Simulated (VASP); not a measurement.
# CsBr (Pm-3m) in VASP: further runs, part 2 of 2

VASP 6.6.1.

## (3) Single point, r2SCAN+D3(BJ)

POSCAR reads:

```
CsBr
1.0
    4.2860000000      0.0000000000      0.0000000000
    0.0000000000      4.2860000000      0.0000000000
    0.0000000000      0.0000000000      4.2860000000
Cs Br
1 1
Direct
    0.0000000000      0.0000000000      0.0000000000
    0.5000000000      0.5000000000      0.5000000000
```

INCAR.step1 reads:

```
PREC = Accurate
ENCUT = 550
ISMEAR = 0
SIGMA = 0.01
LREAL = False
LASPH = True
NELM = 120
NBANDS = 15
GGA = PE
ALGO = Normal
EDIFF = 1E-5
LWAVE = True
LCHARG = False
GGA_COMPAT = False
```

INCAR.step2 reads:

```
PREC = Accurate
ENCUT = 550
EDIFF = 1E-6
ISMEAR = 0
SIGMA = 0.01
LREAL = False
LASPH = True
NELM = 120
ALGO = Normal
ISIF = 2
LWAVE = False
LCHARG = False
METAGGA = R2SCAN
LMIXTAU = True
IVDW = 12
VDW_S6 = 1.0
VDW_S8 = 0.78981345
VDW_A1 = 0.49484001
VDW_A2 = 5.73083694
NBANDS = 15
ISTART = 1
GGA_COMPAT = False
```

KPOINTS reads:

```
Automatic mesh
0
Gamma
  3 3 3
```

Potentials or basis: VASP PAW PBE potentials, release 64 (Cs_sv, Br).

Started as:

```bash
cat potpaw_PBE.64/Cs_sv/POTCAR potpaw_PBE.64/Br/POTCAR > POTCAR
cp INCAR.step1 INCAR
mpirun -np 1 vasp_std > vasp.out
cp INCAR.step2 INCAR
mpirun -np 1 vasp_std > vasp.out
```

OUTCAR:

```text
PREC = Accurate
   ENCUT = 550
   EDIFF = 1E-6
   ISMEAR = 0
   LREAL = False
   LASPH = True
   NELM = 120
   ISIF = 2
   METAGGA = R2SCAN
   IVDW = 12
   ISTART = 1
 IVDW          = 12

 ion  position               nearest neighbor table
   1  0.000  0.000  0.000-
   2  0.500  0.500  0.500-

  LATTYP: Found a simple cubic cell.
 ALAT       =     4.2860000000

  Lattice vectors:

[... 234 lines left out ...]
     14       8.3594      0.00000
     15      12.4420      0.00000

------------------------ aborting loop because EDIFF is reached ----------------------------------------

 Edisp (eV)   -0.20863

 E8    (eV) :    -0.0858

  FORCE on cell =-STRESS in cart. coord.  units (eV):
  Direction    XX          YY          ZZ          XY          YZ          ZX
  --------------------------------------------------------------------------------------
  -------------------------------------------------------------------------------------
  Total       0.04505     0.04505     0.04505     0.00000    -0.00000     0.00000
  in kB       0.91668     0.91668     0.91668     0.00000    -0.00000     0.00000
  external pressure =        0.92 kB  Pullay stress =        0.00 kB

 VOLUME and BASIS-vectors are now :
 -----------------------------------------------------------------------------
  energy-cutoff  :      550.00
  volume of cell :       78.73
      direct lattice vectors                 reciprocal lattice vectors
     4.286000000  0.000000000  0.000000000     0.233317779  0.000000000  0.000000000
     0.000000000  4.286000000  0.000000000     0.000000000  0.233317779  0.000000000
     0.000000000  0.000000000  4.286000000     0.000000000  0.000000000  0.233317779

 POSITION                                       TOTAL-FORCE (eV/Angst)
 -----------------------------------------------------------------------------------
      0.00000      0.00000      0.00000         0.000000      0.000000      0.000000
      2.14300      2.14300      2.14300         0.000000      0.000000      0.000000
 -----------------------------------------------------------------------------------
    total drift:                                0.000000      0.000000      0.000000

  FREE ENERGIE OF THE ION-ELECTRON SYSTEM (eV)
  ---------------------------------------------------
  free  energy   TOTEN  =       -42.5216082497 eV

  energy  without entropy=      -42.5216082497  energy(sigma->0) =      -42.52160825
```

OSZICAR.step1:

```text
N       E                     dE             d eps       ncg     rms          rms(c)
DAV:   1     0.884071601382E+02    0.88407E+02   -0.68104E+03   120   0.951E+02
DAV:   2     0.628112248659E+00   -0.87779E+02   -0.79170E+02   141   0.162E+02
DAV:   3    -0.620380505557E+01   -0.68319E+01   -0.68054E+01   162   0.485E+01
DAV:   4    -0.626024832316E+01   -0.56443E-01   -0.56440E-01   127   0.524E+00
DAV:   5    -0.626054243701E+01   -0.29411E-03   -0.29411E-03   169   0.391E-01    0.181E+00
DAV:   6    -0.602839464373E+01    0.23215E+00   -0.22076E-01   141   0.248E+00    0.105E+00
DAV:   7    -0.599096699293E+01    0.37428E-01   -0.13107E-01   134   0.184E+00    0.609E-01
DAV:   8    -0.599406275416E+01   -0.30958E-02   -0.12841E-02   134   0.669E-01    0.108E-01
DAV:   9    -0.599391178779E+01    0.15097E-03   -0.13281E-03   141   0.198E-01    0.667E-02
DAV:  10    -0.599400453337E+01   -0.92746E-04   -0.17408E-04   120   0.892E-02    0.154E-02
DAV:  11    -0.599401007196E+01   -0.55386E-05   -0.23783E-05   127   0.299E-02
   1 F= -.59940101E+01 E0= -.59940101E+01  d E =-.360679E-18
```

Run time: 21 s. Hardware: 1 thread of AMD EPYC 9R45 (Zen 5), shared host; peak memory 0.19 GiB.

Results:

```
Free energy                : -42.5216 eV
Pressure                   : 0.1 GPa
Band gap on the k mesh     : 5.28 eV
Dispersion energy per atom : -0.104 eV
```

Caveat: the k points lie up to 0.49 Å⁻¹ apart; three body term missing; the PAW data sets were made with another functional, which shifts forces and pressure a little; spin-orbit coupling is left out, which moves the levels of the heavy elements.

## (4) Single point, r2SCAN+D3(BJ)

POSCAR is that of step 3.

INCAR.step1 reads:

```
SYSTEM = CsBr
  PREC = Accurate
  ENCUT = 550
  ISMEAR = 0
  SIGMA = 0.01
  LREAL = .FALSE.
  LASPH = .TRUE.
  NELM = 120
  NBANDS = 15
  GGA = PE
  ALGO = Normal
  EDIFF = 1E-5
  LWAVE = .TRUE.
  LCHARG = .FALSE.
  GGA_COMPAT = .FALSE.
```

INCAR.step2 reads:

```
SYSTEM = CsBr
  PREC = Accurate
  ENCUT = 550
  EDIFF = 1E-6
  ISMEAR = 0
  SIGMA = 0.01
  LREAL = .FALSE.
  LASPH = .TRUE.
  NELM = 120
  ALGO = Normal
  ISIF = 2
  LWAVE = .FALSE.
  LCHARG = .FALSE.
  METAGGA = R2SCAN
  LMIXTAU = .TRUE.
  IVDW = 12
  VDW_S6 = 1.0
  VDW_S8 = 0.78981345
  VDW_A1 = 0.49484001
  VDW_A2 = 5.73083694
  NBANDS = 15
  ISTART = 1
  GGA_COMPAT = .FALSE.
```

KPOINTS reads:

```
regular mesh
0
G
  4 4 4
  0 0 0
```

Started as:

```bash
cat potpaw_PBE.64/Cs_sv/POTCAR potpaw_PBE.64/Br/POTCAR > POTCAR
cp INCAR.step1 INCAR
mpirun -np 1 vasp_std > vasp.out
cp INCAR.step2 INCAR
mpirun -np 1 vasp_std > vasp.out
```

It took 35 s on 1 thread of AMD EPYC 9R45 (Zen 5), shared host; peak memory 0.19 GiB.

It converged, with:

- Free energy: -42.5297 eV
- Pressure: 0.0 GPa
- Band gap on the k mesh: 5.29 eV
- Dispersion energy per atom: -0.104 eV

Levels at points of the mesh, in eV from the valence-band top:
| k point | band 5 | band 6 | band 7 | band 8 | band 9 | band 10 | band 11 | band 12 |
| --- | --- | --- | --- | --- | --- | --- | --- | --- |
| (0.00, 0.00, 0.00) | -6.53 | 0.00 | 0.00 | 0.00 | 5.29 | 5.40 | 5.40 | 9.82 |
| (0.50, 0.00, 0.00) | -6.42 | -1.31 | -0.21 | -0.21 | 6.43 | 7.97 | 8.51 | 8.94 |
| (0.50, 0.50, 0.00) | -6.35 | -0.58 | -0.58 | 0.00 | 5.85 | 6.13 | 7.87 | 7.87 |
| (0.50, 0.50, 0.50) | -6.93 | -1.18 | -1.18 | -1.18 | 9.00 | 9.00 | 9.00 | 9.90 |

Caveat: three body term missing; the PAW data sets were made with another functional, which shifts forces and pressure a little; spin-orbit coupling is left out, which moves the levels of the heavy elements. r2SCAN opens gaps a little over a GGA but as a rule still falls short of measured ones.

## (5) Single point, r2SCAN+D3(BJ)

POSCAR is that of step 4.

INCAR.step1 reads:

```
SYSTEM = CsBr
PREC = Accurate
ENCUT = 550
ISMEAR = 0
SIGMA = 0.01
LREAL = .False.
LASPH = .True.
NELM = 120
NBANDS = 15
GGA = PE
ALGO = Normal
EDIFF = 1E-5
LWAVE = .True.
LCHARG = .False.
GGA_COMPAT = .False.
```

INCAR.step2 reads:

```
SYSTEM = CsBr
PREC = Accurate
ENCUT = 550
EDIFF = 1E-6
ISMEAR = 0
SIGMA = 0.01
LREAL = .False.
LASPH = .True.
NELM = 120
ALGO = Normal
ISIF = 2
LWAVE = .False.
LCHARG = .False.
METAGGA = R2SCAN
LMIXTAU = .True.
IVDW = 12
VDW_S6 = 1.0
VDW_S8 = 0.78981345
VDW_A1 = 0.49484001
VDW_A2 = 5.73083694
NBANDS = 15
ISTART = 1
GGA_COMPAT = .False.
```

KPOINTS reads:

```
regular mesh
0
Gamma
  5 5 5
  0 0 0
```

Started as:

```bash
cat potpaw_PBE.64/Cs_sv/POTCAR potpaw_PBE.64/Br/POTCAR > POTCAR
cp INCAR.step1 INCAR
mpirun -np 1 vasp_std > vasp.out
cp INCAR.step2 INCAR
mpirun -np 1 vasp_std > vasp.out
```

Wall time 33 s (1 thread of AMD EPYC 9R45 (Zen 5), shared host); peak memory 0.19 GiB.

The run converged. Its results:

```
Free energy                : -42.5305 eV
Pressure                   : 0.0 GPa
Band gap on the k mesh     : 5.29 eV
Dispersion energy per atom : -0.104 eV
```

Levels at points of the mesh, in eV from the valence-band top:
```tsv
k point	band 5	band 6	band 7	band 8	band 9	band 10	band 11	band 12
(0.00, 0.00, 0.00)	-6.52	0.00	0.00	0.00	5.29	5.40	5.40	9.82
```

Caveat: three body term missing; the PAW data sets were made with another functional, which shifts forces and pressure a little; spin-orbit coupling is left out, which moves the levels of the heavy elements; an odd mesh through Γ misses points on the zone boundary, where band edges can lie. r2SCAN opens gaps a little over a GGA but as a rule still falls short of measured ones.

## (6) Single point, r2SCAN+D3(BJ)

POSCAR is that of step 5.

INCAR.step1 reads:

```
SYSTEM = CsBr
ALGO = Normal
EDIFF = 1E-5
ENCUT = 550
GGA = PE
GGA_COMPAT = .False.
ISMEAR = 0
LASPH = .True.
LCHARG = .False.
LREAL = .False.
LWAVE = .True.
NBANDS = 15
NELM = 120
PREC = Accurate
SIGMA = 0.01
```

INCAR.step2 reads:

```
SYSTEM = CsBr
ALGO = Normal
EDIFF = 1E-6
ENCUT = 550
GGA_COMPAT = .False.
ISIF = 2
ISMEAR = 0
ISTART = 1
IVDW = 12
LASPH = .True.
LCHARG = .True.
LELF = .True.
LMIXTAU = .True.
LREAL = .False.
LVHAR = .True.
LWAVE = .False.
METAGGA = R2SCAN
NBANDS = 15
NELM = 120
PREC = Accurate
SIGMA = 0.01
VDW_A1 = 0.49484001
VDW_A2 = 5.73083694
VDW_S6 = 1.0
VDW_S8 = 0.78981345
```

KPOINTS reads:

```
k-points
0
Gamma
  7 7 7
  0 0 0
```

Potentials or basis: VASP PAW PBE potentials, release 64 (Cs_sv, Br).

Started as:

```bash
cat potpaw_PBE.64/Cs_sv/POTCAR potpaw_PBE.64/Br/POTCAR > POTCAR
cp INCAR.step1 INCAR
mpirun -np 1 vasp_std > vasp.out
cp INCAR.step2 INCAR
mpirun -np 1 vasp_std > vasp.out
```

OUTCAR:

```text
SYSTEM = CsBr
   EDIFF = 1E-6
   ENCUT = 550
   ISIF = 2
   ISMEAR = 0
   ISTART = 1
   IVDW = 12
   LASPH = .True.
   LREAL = .False.
   METAGGA = R2SCAN
   NELM = 120
   PREC = Accurate
 IVDW          = 12

 ion  position               nearest neighbor table
   1  0.000  0.000  0.000-
   2  0.500  0.500  0.500-

  LATTYP: Found a simple cubic cell.
 ALAT       =     4.2860000000

  Lattice vectors:

 A1 = (   4.2860000000,   0.0000000000,   0.0000000000)
 A2 = (   0.0000000000,   4.2860000000,   0.0000000000)
 A3 = (   0.0000000000,   0.0000000000,   4.2860000000)
[... 539 lines left out ...]

 Edisp (eV)   -0.20863

 E8    (eV) :    -0.0858

  FORCE on cell =-STRESS in cart. coord.  units (eV):
  Direction    XX          YY          ZZ          XY          YZ          ZX
  --------------------------------------------------------------------------------------
  -------------------------------------------------------------------------------------
  Total       0.02000     0.02000     0.02000    -0.00000    -0.00000     0.00000
  in kB       0.40690     0.40690     0.40690    -0.00000    -0.00000     0.00000
  external pressure =        0.41 kB  Pullay stress =        0.00 kB

 VOLUME and BASIS-vectors are now :
 -----------------------------------------------------------------------------
  energy-cutoff  :      550.00
  volume of cell :       78.73
      direct lattice vectors                 reciprocal lattice vectors
     4.286000000  0.000000000  0.000000000     0.233317779  0.000000000  0.000000000
     0.000000000  4.286000000  0.000000000     0.000000000  0.233317779  0.000000000
     0.000000000  0.000000000  4.286000000     0.000000000  0.000000000  0.233317779

 POSITION                                       TOTAL-FORCE (eV/Angst)
 -----------------------------------------------------------------------------------
      0.00000      0.00000      0.00000         0.000000      0.000000      0.000000
      2.14300      2.14300      2.14300         0.000000      0.000000      0.000000
 -----------------------------------------------------------------------------------
    total drift:                                0.000000      0.000000      0.000000

  FREE ENERGIE OF THE ION-ELECTRON SYSTEM (eV)
  ---------------------------------------------------
  free  energy   TOTEN  =       -42.5305951881 eV

  energy  without entropy=      -42.5305951881  energy(sigma->0) =      -42.53059519
```

OSZICAR.step1:

```text
N       E                     dE             d eps       ncg     rms          rms(c)
DAV:   1     0.913563849230E+02    0.91356E+02   -0.66972E+03   600   0.945E+02
DAV:   2     0.106741846479E+01   -0.90289E+02   -0.82465E+02   838   0.157E+02
DAV:   3    -0.620532436172E+01   -0.72727E+01   -0.72464E+01   782   0.498E+01
DAV:   4    -0.626696306751E+01   -0.61639E-01   -0.61633E-01   705   0.543E+00
DAV:   5    -0.626730303507E+01   -0.33997E-03   -0.33996E-03   803   0.415E-01    0.180E+00
DAV:   6    -0.603809333973E+01    0.22921E+00   -0.21421E-01   719   0.247E+00    0.105E+00
DAV:   7    -0.600144594180E+01    0.36647E-01   -0.12557E-01   754   0.182E+00    0.604E-01
DAV:   8    -0.600456493969E+01   -0.31190E-02   -0.14073E-02   677   0.686E-01    0.113E-01
DAV:   9    -0.600438912076E+01    0.17582E-03   -0.13007E-03   782   0.195E-01    0.661E-02
DAV:  10    -0.600448261617E+01   -0.93495E-04   -0.19478E-04   656   0.918E-02    0.162E-02
DAV:  11    -0.600448744857E+01   -0.48324E-05   -0.27446E-05   726   0.311E-02
   1 F= -.60044874E+01 E0= -.60044874E+01  d E =-.449334E-22
```

Wall time 52 s (1 thread of AMD EPYC 9R45 (Zen 5), shared host); peak memory 0.19 GiB.

Results:

- Free energy: -42.5306 eV
- Pressure: 0.0 GPa
- Band gap on the k mesh: 5.29 eV
- Dispersion energy per atom: -0.104 eV

Levels at points of the mesh, in eV from the valence-band top:
```csv
k point,band 6,band 7,band 8,band 9,band 10,band 11
"(0.00, 0.00, 0.00)",0.00,0.00,0.00,5.29,5.40,5.40
```

Caveat: three body term missing; the PAW data sets were made with another functional, which shifts forces and pressure a little; spin-orbit coupling is left out, which moves the levels of the heavy elements; an odd mesh through Γ misses points on the zone boundary, where band edges can lie.

## (7) The runs side by side

| k mesh | gap on the mesh (eV) | pressure (GPa) |
| --- | --- | --- |
| 2 × 2 × 2 | 5.23 | 0.9 |
| 3 × 3 × 3 | 5.28 | 0.1 |
| 4 × 4 × 4 | 5.29 | 0.0 |
| 5 × 5 × 5 | 5.29 | 0.0 |
| 7 × 7 × 7 | 5.29 | 0.0 |

Alike in all rows: task single point; level r2SCAN+D3(BJ); potentials or basis VASP PAW PBE potentials, release 64 (Cs_sv, Br); no spin polarisation; cell as given; cutoff (eV) 550; smearing gaussian 0.01 eV.

Caveats: some runs use coarse meshes; three body term missing; the PAW data sets were made with another functional, which shifts forces and pressure a little; spin-orbit coupling is left out, which moves the levels of the heavy elements; an odd mesh through Γ misses points on the zone boundary, where band edges can lie (at least some runs).

Total energies depend on the potentials used, so only differences within one code and one set of settings carry meaning.
